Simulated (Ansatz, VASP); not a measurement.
SiC in VASP and in Ansatz

File INCAR:

```
SYSTEM = SiC
ALGO = Normal
EDIFF = 1E-6
ENCUT = 520
GGA = PS
ISIF = 2
ISMEAR = 0
LASPH = .True.
LCHARG = .True.
LELF = .True.
LREAL = .False.
LVHAR = .True.
LWAVE = .False.
NBANDS = 11
NELM = 100
PREC = Accurate
SIGMA = 0.05
```

The input KPOINTS:

```
k-points
0
Gamma
  20 20 20
  0 0 0
```

The input POSCAR:

```
SiC
1.0
    0.0000000000      1.8724839556      1.8724839556
    1.8724839556      0.0000000000      1.8724839556
    1.8724839556      1.8724839556      0.0000000000
C Si
1 1
Direct
    0.0000000000      0.0000000000      0.0000000000
    0.5000000000      0.5000000000      0.5000000000
```

Input for Ansatz:

```yaml
crystal:
  lattice:
    - [0.0, 1.8724839556, 1.8724839556]
    - [1.8724839556, 0.0, 1.8724839556]
    - [1.8724839556, 1.8724839556, 0.0]
  atoms:
    - { symbol: C, position: [0.0, 0.0, 0.0] }
    - { symbol: Si, position: [0.5, 0.5, 0.5] }
basis:
  ecutwfc: 420
  ecutrho_ratio: 4
kpoints:
  mp_grid: { grid: [20, 20, 20] }
hamiltonian:
  xc: pbesol
scf:
  occupations: { method: gaussian, width: 0.05 }
output:
  forces: true
  stress: true
  eigenvalues: true
```

Alike in both runs: task single point; functional PBEsol; k mesh 20 × 20 × 20; occupations gaussian, width 0.05 eV; no spin polarisation.

```csv
,VASP,Ansatz
version,VASP 6.6.1,Ansatz 0.2.0
potentials or method,"VASP PAW PBE potentials, release 64 (C, Si), cutoff 520 eV","scalar-relativistic, plane waves, PAW"
valence electrons in the cell,8,8
```

|  | VASP | Ansatz | Ansatz less VASP |
| --- | --- | --- | --- |
| gap on the k mesh at the Fermi level (eV) | 0.80 | 0.80 | +0.002 |
| least direct gap on the mesh (eV) | 6.13 | 6.12 | -0.006 |

VASP's potentials were made for PBE, not for PBEsol. With one functional, cell and mesh, what is left measures potentials, basis and numerics.
